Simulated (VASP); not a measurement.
# Mg in VASP: further runs, part 2 of 2

VASP 6.6.1. The steps go on from the part before.

### 3 Single point, PBE, collinear spin, ferromagnetic start

This run uses another cell than the first one, of 160.59 Å³/atom, 0.973 times its volume.

INCAR

```
SYSTEM = Mg
PREC = Accurate
ENCUT = 520
EDIFF = 1E-7
ISMEAR = 0
SIGMA = 0.05
LREAL = .FALSE.
LASPH = .TRUE.
NELM = 150
ALGO = Normal
ISIF = 2
LWAVE = .FALSE.
LCHARG = .FALSE.
ISPIN = 2
MAGMOM = 0.5 0.5 0.5 0.5
LORBIT = 11
GGA = PE
NBANDS = 16
```

KPOINTS

```
Automatic mesh
0
G
  1 1 11
  0 0 0
```

POSCAR

```
Mg
1.0
   12.0000000000      0.0000000000      0.0000000000
    0.0000000000      9.3000000000      0.0000000000
    0.0000000000      0.0000000000      5.7558123474
Mg
4
Direct
    0.3740916049      0.5000000000      0.0000000000
    0.3740916049      0.5000000000      0.5000000000
    0.6259083951      0.5000000000      0.0000000000
    0.6259083951      0.5000000000      0.5000000000
```

Potentials or basis: VASP PAW PBE potentials, release 64 (Mg).

Started as:

```console
$ cat potpaw_PBE.64/Mg/POTCAR > POTCAR
$ mpirun -np 1 vasp_std > vasp.out
```

OUTCAR:

```text
SYSTEM = Mg
   PREC = Accurate
   ENCUT = 520
   EDIFF = 1E-7
   ISMEAR = 0
   LREAL = .FALSE.
   LASPH = .TRUE.
   NELM = 150
   ISIF = 2
   ISPIN = 2
   LORBIT = 11
   GGA = PE

 ion  position               nearest neighbor table
   1  0.374  0.500  0.000-   2 2.88   2 2.88   3 3.02
   2  0.374  0.500  0.500-   1 2.88   1 2.88   4 3.02
   3  0.626  0.500  0.000-   4 2.88   4 2.88   1 3.02
   4  0.626  0.500  0.500-   3 2.88   3 2.88   2 3.02

  LATTYP: Found a simple orthorhombic cell.
 ALAT       =     5.7558123474
 B/A-ratio  =     1.6157580266
 C/A-ratio  =     2.0848490666

  Lattice vectors:

 A1 = (   0.0000000000,   0.0000000000,  -5.7558123474)
 A2 = (   0.0000000000,   9.3000000000,   0.0000000000)
 A3 = (  12.0000000000,   0.0000000000,   0.0000000000)

Analysis of symmetry for initial positions (statically):
=====================================================================
 Subroutine PRICEL returns following result:

  LATTYP: Found a simple orthorhombic cell.
 ALAT       =     2.8779061737
 B/A-ratio  =     3.2315160532
[... 442 lines left out ...]
  Direction    XX          YY          ZZ          XY          YZ          ZX
  --------------------------------------------------------------------------------------
  -------------------------------------------------------------------------------------
  Total        0.7766702      0.0401934      1.1053552      0.0000000     -0.0000000      0.0000000
  in kB        1.9372086      0.1002524      2.7570308      0.0000000     -0.0000000      0.0000000
  external PRESSURE =       1.5981639 kB  Pullay stress =       0.0000000 kB

 VOLUME and BASIS-vectors are now :
 -----------------------------------------------------------------------------
  energy-cutoff  :      520.00
  volume of cell :      642.35
      direct lattice vectors                 reciprocal lattice vectors
    12.000000000  0.000000000  0.000000000     0.083333333  0.000000000  0.000000000
     0.000000000  9.300000000  0.000000000     0.000000000  0.107526882  0.000000000
     0.000000000  0.000000000  5.755812347     0.000000000  0.000000000  0.173737422

 POSITION                                       TOTAL-FORCE (eV/Angst)
 -----------------------------------------------------------------------------------
      4.48910      4.65000      0.00000        -0.133877      0.000000     -0.000000
      4.48910      4.65000      2.87791        -0.133877      0.000000     -0.000000
      7.51090      4.65000      0.00000         0.133877     -0.000000      0.000000
      7.51090      4.65000      2.87791         0.133877     -0.000000      0.000000
 -----------------------------------------------------------------------------------
    total drift:                               -0.000000      0.000000     -0.000000

  FREE ENERGIE OF THE ION-ELECTRON SYSTEM (eV)
  ---------------------------------------------------
  free  energy   TOTEN  =        -1.6500146125 eV

  energy  without entropy=       -1.6468326538  energy(sigma->0) =       -1.64842363

 total charge

# of ion       s       p       d       tot
------------------------------------------
    1        0.272   0.079   0.003   0.354
    2        0.272   0.079   0.003   0.354
    3        0.272   0.079   0.003   0.354
    4        0.272   0.079   0.003   0.354
--------------------------------------------------
tot          1.089   0.315   0.013   1.417

 magnetization (x)

# of ion       s       p       d       tot
------------------------------------------
    1       -0.002   0.016   0.000   0.014
    2       -0.002   0.016   0.000   0.014
    3       -0.002   0.016   0.000   0.014
    4       -0.002   0.016   0.000   0.014
--------------------------------------------------
tot         -0.009   0.062   0.000   0.054
```

OSZICAR:

```text
N       E                     dE             d eps       ncg     rms          rms(c)
DAV:   1     0.137282416542E+02    0.13728E+02   -0.15738E+03   384   0.268E+02
DAV:   2    -0.655986720618E+00   -0.14384E+02   -0.13572E+02   552   0.339E+01
[... 15 lines left out ...]
DAV:  18    -0.164999503870E+01   -0.12709E-03   -0.65535E-05   400   0.279E-02    0.648E-04
DAV:  19    -0.165001312309E+01   -0.18084E-04   -0.83905E-06   384   0.119E-02    0.355E-04
DAV:  20    -0.165001385011E+01   -0.72702E-06   -0.14108E-06   432   0.520E-03    0.241E-04
DAV:  21    -0.165001468108E+01   -0.83097E-06   -0.14744E-06   400   0.555E-03    0.141E-04
DAV:  22    -0.165001469465E+01   -0.13571E-07   -0.14184E-06   392   0.563E-03    0.860E-05
DAV:  23    -0.165001461248E+01    0.82175E-07   -0.38732E-07   400   0.288E-03
   1 F= -.16500146E+01 E0= -.16484236E+01  d E =-.318196E-02  mag=     0.9052
```

Run time: 5.7 min. Hardware: 1 thread of Intel Xeon Platinum 8259CL at 2.50GHz (Skylake/Cascade Lake), shared host; peak memory 0.84 GiB.

Results:

```
Free energy                                           : -1.6500 eV
Largest force                                         : 0.134 eV/Å
Net moment                                            : 0.91 μB per cell
Valence electrons inside the program's atomic spheres : Mg 0.35
```

Forces in eV/Å, atoms in the order of the input:
```
Mg  -0.134  0.000  0.000
Mg  -0.134  0.000  0.000
Mg   0.134  0.000  0.000
Mg   0.134  0.000  0.000
```

### 4 Single point, PBE, collinear spin, ferromagnetic start

This run uses another cell than the first one: it holds 1 atom, not 4.

INCAR

```
SYSTEM = Mg
ALGO = Normal
EDIFF = 1E-6
ENCUT = 520
GGA = PE
ISIF = 2
ISMEAR = 0
ISPIN = 2
LASPH = .True.
LCHARG = .False.
LORBIT = 11
LREAL = .False.
LWAVE = .False.
MAGMOM = 0.5
NBANDS = 11
NELM = 150
PREC = Accurate
SIGMA = 0.05
```

KPOINTS

```
k-points
0
Gamma
  1 1 22
  0 0 0
```

POSCAR

```
Mg
1.0
    9.0000000000      0.0000000000      0.0000000000
    0.0000000000      9.3000000000      0.0000000000
    0.0000000000      0.0000000000      2.8779061737
Mg
1
Direct
    0.5000000000      0.5000000000      0.0000000000
```

Potentials or basis: VASP PAW PBE potentials, release 64 (Mg).

Started as:

```console
$ cat potpaw_PBE.64/Mg/POTCAR > POTCAR
$ mpirun -np 1 vasp_std > vasp.out
```

OUTCAR:

```text
SYSTEM = Mg
   EDIFF = 1E-6
   ENCUT = 520
   GGA = PE
   ISIF = 2
   ISMEAR = 0
   ISPIN = 2
   LASPH = .True.
   LORBIT = 11
   LREAL = .False.
   NELM = 150
   PREC = Accurate

 ion  position               nearest neighbor table
   1  0.500  0.500  0.000-

  LATTYP: Found a simple orthorhombic cell.
 ALAT       =     2.8779061737
 B/A-ratio  =     3.1272735999
 C/A-ratio  =     3.2315160532

  Lattice vectors:

 A1 = (   0.0000000000,   0.0000000000,   2.8779061737)
 A2 = (   9.0000000000,   0.0000000000,   0.0000000000)
 A3 = (   0.0000000000,   9.3000000000,   0.0000000000)

Analysis of symmetry for initial positions (statically):
=====================================================================
 Subroutine PRICEL returns:
 Original cell was already a primitive cell.

 Routine SETGRP: Setting up the symmetry group for a
 simple orthorhombic supercell.

 Subroutine GETGRP returns: Found  8 space group operations
 (whereof  8 operations were pure point group operations)
 out of a pool of  8 trial point group operations.

The static configuration has the point symmetry D_2h.

Analysis of symmetry for dynamics (positions and initial velocities):
=====================================================================
 Subroutine PRICEL returns:
 Original cell was already a primitive cell.

 Routine SETGRP: Setting up the symmetry group for a
 simple orthorhombic supercell.

 Subroutine GETGRP returns: Found  8 space group operations
 (whereof  8 operations were pure point group operations)
 out of a pool of  8 trial point group operations.

The dynamic configuration has the point symmetry D_2h.

Analysis of structural, dynamic, and magnetic symmetry:
=====================================================================
 Subroutine PRICEL returns:
 Original cell was already a primitive cell.

 Routine SETGRP: Setting up the symmetry group for a
 simple orthorhombic supercell.

[... 143 lines left out ...]
 Fermi energy:        -1.7546866058

 spin component 1

 k-point     1 :       0.0000    0.0000    0.0000
  band No.  band energies     occupation
      1      -5.6871      1.00000
      2      -1.7619      0.58115
      3      -1.7076      0.09159
      4      -0.1423      0.00000
      5       0.6919      0.00000
      6       1.6673      0.00000
      7       2.0666      0.00000
      8       2.1532      0.00000
      9       2.4462      0.00000
     10       4.3072      0.00000
     11       4.3484      0.00000
[... 141 lines left out ...]
 k-point    12 :       0.0000    0.0000    0.5000
  band No.  band energies     occupation
      1      -1.7959      0.87802
      2      -0.6705      0.00000
      3       2.4386      0.00000
      4       2.4941      0.00000
      5       2.7490      0.00000
      6       2.7959      0.00000
      7       4.2573      0.00000
      8       4.5773      0.00000
      9       5.1489      0.00000
     10       5.2983      0.00000
     11       6.0060      0.00000
 Fermi energy:        -1.7546866058

 spin component 2

 k-point     1 :       0.0000    0.0000    0.0000
  band No.  band energies     occupation
      1      -5.5968      1.00000
      2      -1.6629      0.00470
      3      -1.6397      0.00057
      4      -0.0664      0.00000
      5       0.7542      0.00000
      6       1.7428      0.00000
      7       2.1447      0.00000
      8       2.2524      0.00000
      9       2.5296      0.00000
     10       4.3846      0.00000
     11       4.4518      0.00000
[... 141 lines left out ...]
 k-point    12 :       0.0000    0.0000    0.5000
  band No.  band energies     occupation
      1      -1.6688      0.00757
      2      -0.6275      0.00000
      3       2.5033      0.00000
      4       2.5309      0.00000
      5       2.8786      0.00000
      6       2.9037      0.00000
      7       4.3398      0.00000
      8       4.6457      0.00000
      9       5.1971      0.00000
     10       5.3736      0.00000
     11       6.0638      0.00000

------------------------ aborting loop because EDIFF is reached ----------------------------------------

  FORCE on cell =-STRESS in cart. coord.  units (eV):
  Direction    XX          YY          ZZ          XY          YZ          ZX
  --------------------------------------------------------------------------------------
  -------------------------------------------------------------------------------------
  Total       -0.0461326     -0.0129343      1.2215367      0.0000000      0.0000000      0.0000000
  in kB       -0.3068434     -0.0860306      8.1248437      0.0000000      0.0000000      0.0000000
  external PRESSURE =       2.5773232 kB  Pullay stress =       0.0000000 kB

 VOLUME and BASIS-vectors are now :
 -----------------------------------------------------------------------------
  energy-cutoff  :      520.00
  volume of cell :      240.88
      direct lattice vectors                 reciprocal lattice vectors
     9.000000000  0.000000000  0.000000000     0.111111111  0.000000000  0.000000000
     0.000000000  9.300000000  0.000000000     0.000000000  0.107526882  0.000000000
     0.000000000  0.000000000  2.877906174     0.000000000  0.000000000  0.347474844

 POSITION                                       TOTAL-FORCE (eV/Angst)
 -----------------------------------------------------------------------------------
      4.50000      4.65000      0.00000         0.000000      0.000000      0.000000
 -----------------------------------------------------------------------------------
    total drift:                                0.000000      0.000000     -0.000000

  FREE ENERGIE OF THE ION-ELECTRON SYSTEM (eV)
  ---------------------------------------------------
  free  energy   TOTEN  =        -0.2206009036 eV

  energy  without entropy=       -0.2183178301  energy(sigma->0) =       -0.21945937

 total charge

# of ion       s       p       d       tot
------------------------------------------
    1        0.287   0.075   0.001   0.363

 magnetization (x)

# of ion       s       p       d       tot
------------------------------------------
    1       -0.002   0.010   0.000   0.008
```

OSZICAR:

```text
N       E                     dE             d eps       ncg     rms          rms(c)
DAV:   1     0.217103872698E+01    0.21710E+01   -0.37868E+02   528   0.753E+01
DAV:   2    -0.128037557258E+00   -0.22991E+01   -0.17635E+01   673   0.115E+01
[... 14 lines left out ...]
DAV:  17    -0.220597855344E+00   -0.57781E-05   -0.21983E-05   546   0.186E-02    0.132E-03
DAV:  18    -0.220596733436E+00    0.11219E-05   -0.10750E-05   534   0.168E-02    0.852E-04
DAV:  19    -0.220597996204E+00   -0.12628E-05   -0.55267E-06   561   0.125E-02    0.495E-04
DAV:  20    -0.220602852255E+00   -0.48561E-05   -0.96921E-06   528   0.165E-02    0.283E-04
DAV:  21    -0.220600402287E+00    0.24500E-05   -0.60542E-06   528   0.136E-02    0.138E-04
DAV:  22    -0.220600903579E+00   -0.50129E-06   -0.20845E-06   558   0.847E-03
   1 F= -.22060090E+00 E0= -.21945937E+00  d E =-.228307E-02  mag=     0.0897
```

stdout:

```text
POSCAR found type information on POSCAR Mg
 POSCAR found :  1 types and       1 ions
 scaLAPACK will be used
 LDA part: xc-table for (Slater+PW92), standard interpolation
 POSCAR, INCAR and KPOINTS ok, starting setup
 FFT: planning ... GRIDC
 FFT: planning ... GRID_SOFT
 FFT: planning ... GRID
 WAVECAR not read
 entering main loop
```

It took 47 s on 1 thread of Intel Xeon 6975P-C (Granite Rapids), shared host; peak memory 0.4 GiB.

What came out:

```
Free energy                                           : -0.2206 eV
Net moment                                            : 0.09 μB per cell
Valence electrons inside the program's atomic spheres : Mg 0.36
```

### 5 Single point, PBE, collinear spin, ferromagnetic start

This run uses another cell than the first one: it holds 1 atom, not 4.

INCAR

```
  PREC = Accurate
  ENCUT = 520
  EDIFF = 1E-7
  ISMEAR = 0
  SIGMA = 0.05
  LREAL = F
  LASPH = T
  NELM = 150
  ALGO = Normal
  ISIF = 2
  LWAVE = F
  LCHARG = F
  ISPIN = 2
  MAGMOM = 0.5
  LORBIT = 11
  GGA = PE
  NBANDS = 11
```

KPOINTS

```
regular mesh
0
Gamma
  1 1 22
```

Changes to POSCAR since step 4:

```diff
@@ -4,3 +4,3 @@
     0.0000000000      9.3000000000      0.0000000000
-    0.0000000000      0.0000000000      2.8779061737
+    0.0000000000      0.0000000000      3.0768087768
 Mg
```

Started as:

```console
$ cat potpaw_PBE.64/Mg/POTCAR > POTCAR
$ mpirun -np 1 vasp_std > vasp.out
```

Wall time 49 s (1 thread of Intel Xeon 6975P-C (Granite Rapids), shared host); peak memory 0.39 GiB.

The run converged. Its results:

- Free energy: -0.2613 eV
- Band gap on the k mesh: 0.24 eV, indirect (least direct gap 0.56 eV)
- Net moment: 0.00 μB per cell
- Valence electrons inside the program's atomic spheres: Mg 0.34

Levels at points of the mesh, in eV from the valence-band top:
Spin up:
```tsv
k point	band 1	band 2	band 3	band 4	band 5	band 6
(0.00, 0.00, 0.00)	-3.62	0.24	0.26	1.73	2.55	3.57
(0.00, 0.00, 0.50)	0.00	0.56	3.76	3.78	4.38	4.40
```
Spin down:
```csv
k point,band 1,band 2,band 3,band 4
"(0.00, 0.00, 0.00)",-3.62,0.24,0.26,1.73
"(0.00, 0.00, 0.50)",0.00,0.56,3.76,3.78
```

### 6 Summary

| cell | k mesh | gap on the mesh (eV) | moment (μB) |
| --- | --- | --- | --- |
| a = 12.000, b = 9.300, c = 5.915 Å, 4 atoms | 1 × 1 × 11 | none | 0.91 |
| a = 12.000, b = 9.300, c = 5.756 Å, 4 atoms | 1 × 1 × 11 | none | 0.91 |
| a = 9.000, b = 9.300, c = 2.878 Å, 1 atom | 1 × 1 × 22 | none | 0.09 |
| a = 9.000, b = 9.300, c = 3.077 Å, 1 atom | 1 × 1 × 22 | 0.24 | 0.00 |

Alike in all rows: task single point; level PBE; potentials or basis VASP PAW PBE potentials, release 64 (Mg); spin collinear, ferromagnetic start; cutoff (eV) 520; smearing gaussian 0.05 eV.

Total energies depend on the potentials used, so only differences within one code and one set of settings carry meaning.
